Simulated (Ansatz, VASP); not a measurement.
# Tc in VASP and in Ansatz

File INCAR:

```
ALGO = Normal
EDIFF = 1E-8
ENCUT = 520
GGA = CA
ISIF = 2
ISMEAR = -1
LASPH = True
LCHARG = False
LEFG = True
LREAL = False
LWAVE = False
NBANDS = 20
NELM = 60
PREC = Accurate
SIGMA = 0.08
```

Contents of KPOINTS:

```
k-points
0
Gamma
  17 17 9
```

POSCAR

```
Tc
1.0
    2.7581463957      0.0000000000      0.0000000000
   -1.3790731979      2.3886248461      0.0000000000
    0.0000000000      0.0000000000      4.4271266766
Tc
2
Direct
    0.3333333333      0.6666666667      0.2500000000
    0.6666666667      0.3333333333      0.7500000000
```

Input for Ansatz:

```yaml
crystal:
  lattice:
    - [2.7581463957, 0.0, 0.0]
    - [-1.3790731979, 2.3886248461, 0.0]
    - [0.0, 0.0, 4.4271266766]
  atoms:
    - { symbol: Tc, position: [0.3333333333, 0.6666666667, 0.25] }
    - { symbol: Tc, position: [0.6666666667, 0.3333333333, 0.75] }
kpoints:
  mp_grid: { grid: [17, 17, 9] }
scf:
  occupations: { method: fermi_dirac, width: 0.08 }
hamiltonian:
  xc: lda
  pseudopotentials: { kind: all_electron, datasets: crystal }
output:
  forces: true
  stress: true
  eigenvalues: true
  efg: { contact_densities: true }
```

Change from the starting cell: volume scaled by 1.02, crystal datasets.

Alike in both runs: task electric field gradients; functional LDA; k mesh 17 × 17 × 9; occupations fermi-dirac, width 0.08 eV; no spin polarisation.

|  | VASP | Ansatz |
| --- | --- | --- |
| version | VASP 6.6.1 | Ansatz 0.2.0 |
| potentials or method | VASP PAW LDA potentials, release 64 (Tc_pv), cutoff 520 eV | all-electron PAW with datasets made for the crystal, scalar-relativistic |

|  | VASP | Ansatz | Ansatz less VASP |
| --- | --- | --- | --- |
| pressure (GPa) | -17.1 | -17.2 | -0.03 |
| traceless stress, the component that is largest in VASP (GPa) | -1.17 | -1.14 | +0.022 |
| size of Vzz on the site where it differs most (V/Å²) | 16.5 | 16.5 | +0.04 |

LDA's correlation is that of Perdew and Zunger in VASP and of Perdew and Wang (1992) in Ansatz. Ansatz ran all-electron here, and VASP with PAW potentials.
